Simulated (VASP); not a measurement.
# ZnS: single point with PBE

Crystal: ZnS.

```
CELL_PARAMETERS angstrom
0.65927 3.07124 3.07124
3.07124 0.65927 3.07124
3.07124 3.07124 0.65927
ATOMIC_POSITIONS crystal
Zn 0.00000 0.00000 0.00000
S 0.75000 0.75000 0.75000
```

This cell differs from its parent crystal: ratio of the length along [111] to the lengths across it x 1.41, volume and fractional coordinates fixed.

```
Program             : VASP 6.6.1
Task                : single point
Functional          : PBE
Potentials or basis : VASP PAW PBE potentials, release 64 (Zn, S)
Cutoff              : 520 eV
k mesh              : 10 × 10 × 10
Occupations         : gaussian, width 0.05 eV
Spin                : no spin polarisation
```

```json
{"Pressure": "12.2 GPa", "Largest force": "0.554 eV/Å", "Band gap on the k mesh": "zero (filled and empty bands touch)"}
```

Forces in eV/Å, atoms in the order of the input:
```
Zn  -0.320 -0.320 -0.320
S    0.320  0.320  0.320
```

Stress tensor (GPa, compression positive):
```
 12.18 -10.40 -10.40
-10.40  12.18 -10.40
-10.40 -10.40  12.18
```

Levels at points of the mesh, in eV from the Fermi level:
| k point | band 7 | band 8 | band 9 | band 10 | band 11 | band 12 |
| --- | --- | --- | --- | --- | --- | --- |
| (0.00, 0.00, 0.00) | -2.58 | -0.11 | -0.02 | -0.02 | 5.51 | 7.42 |
| (0.50, 0.00, 0.00) | -6.00 | -2.27 | -1.48 | 1.65 | 5.13 | 7.28 |
| (0.50, 0.50, 0.00) | -5.60 | -3.35 | -1.86 | 1.75 | 4.42 | 7.25 |
| (0.50, 0.50, 0.50) | -5.75 | -0.24 | -0.24 | 4.60 | 5.80 | 7.69 |

It took 94 s on 1 thread of Intel Xeon 6975P-C, with other jobs on the host, peak memory 0.24 GiB.
